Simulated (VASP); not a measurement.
Set up this calculation in VASP 6.6.1, as the native input.

* Task: single point
* Functional: r2SCAN
* Potentials or basis: VASP PAW PBE potentials, release 64 (Fe)
* Cutoff: 520 eV
* k mesh: 18 × 18 × 10
* Occupations: gaussian, width 0.1 eV
* Spin: collinear spin, ferromagnetic start
* Starting moments: [3.16, 3.16] μB
* Dipole correction: no
* Further INCAR settings: ALGO = Normal; EDIFF = 1e-07; NBANDS = 19

The system is Fe.

```
Fe
1.0
     2.54089    0.00000    0.00000
    -1.27044    2.20047    0.00000
     0.00000    0.00000    4.38426
Fe
2
Cartesian
  0.0000 1.4670 1.0961
  1.2704 0.7335 3.2882
```

This isn't the form of Fe at room conditions, which is bcc.

These files were run (other wordings do the same):

POSCAR

```
Fe
1.0
    2.5408870532      0.0000000000      0.0000000000
   -1.2704435266      2.2004727363      0.0000000000
    0.0000000000      0.0000000000      4.3842603670
Fe
2
Direct
    0.3333333333      0.6666666667      0.2500000000
    0.6666666667      0.3333333333      0.7500000000
```

INCAR.step1

```
ALGO     = Normal         # electronic algorithm
EDIFF    = 1E-4           # SCF threshold, eV
ENCUT    = 520            # plane-wave cutoff, eV
GGA      = PE             # functional
ISMEAR   = 0              # smearing method
ISPIN    = 2              # spin polarisation
LASPH    = T              # aspherical terms in the spheres
LCHARG   = F              # write CHGCAR
LMAXMIX  = 4              # l up to which the mixer works
LREAL    = F              # projectors in reciprocal space
LWAVE    = T              # write WAVECAR
MAGMOM   = 3.16 3.16      # initial moments
NBANDS   = 19             # bands
NELM     = 150            # most SCF steps
PREC     = Accurate       # precision mode
SIGMA    = 0.1            # smearing width, eV
```

INCAR.step2

```
ALGO     = Normal         # electronic algorithm
EDIFF    = 1E-7           # SCF threshold, eV
ENCUT    = 520            # plane-wave cutoff, eV
ISIF     = 2              # what is computed and relaxed
ISMEAR   = 0              # smearing method
ISPIN    = 2              # spin polarisation
ISTART   = 1            
LASPH    = T              # aspherical terms in the spheres
LCHARG   = F              # write CHGCAR
LMAXMIX  = 4              # l up to which the mixer works
LMIXTAU  = T            
LORBIT   = 11             # projections on sites
LREAL    = F              # projectors in reciprocal space
LWAVE    = F              # write WAVECAR
MAGMOM   = 3.16 3.16      # initial moments
METAGGA  = R2SCAN         # meta-GGA
NBANDS   = 19             # bands
NELM     = 150            # most SCF steps
PREC     = Accurate       # precision mode
SIGMA    = 0.1            # smearing width, eV
```

KPOINTS

```
k-points
0
Gamma
  18 18 10
```

Potentials or basis: VASP PAW PBE potentials, release 64 (Fe).

The run is started by

```bash
$ cat potpaw_PBE.64/Fe/POTCAR > POTCAR
$ cp INCAR.step1 INCAR
$ mpirun -np 1 vasp_std > vasp.out
$ cp INCAR.step2 INCAR
$ mpirun -np 1 vasp_std > vasp.out
```

It gave:

```json
{
  "Pressure": "-0.4 GPa",
  "Net moment": "5.63 μB per cell",
  "Site moments": "Fe +2.86 μB",
  "Valence electrons inside the program's atomic spheres": "Fe 7.13"
}
```

Caveat: the PAW data sets were made with another functional, which shifts forces and pressure a little.

Wall time 16 min on 1 thread of Intel(R) Xeon(R) Platinum 8175M CPU @ 2.50GHz (Skylake/Cascade Lake), on a shared host, peak memory 0.27 GiB.
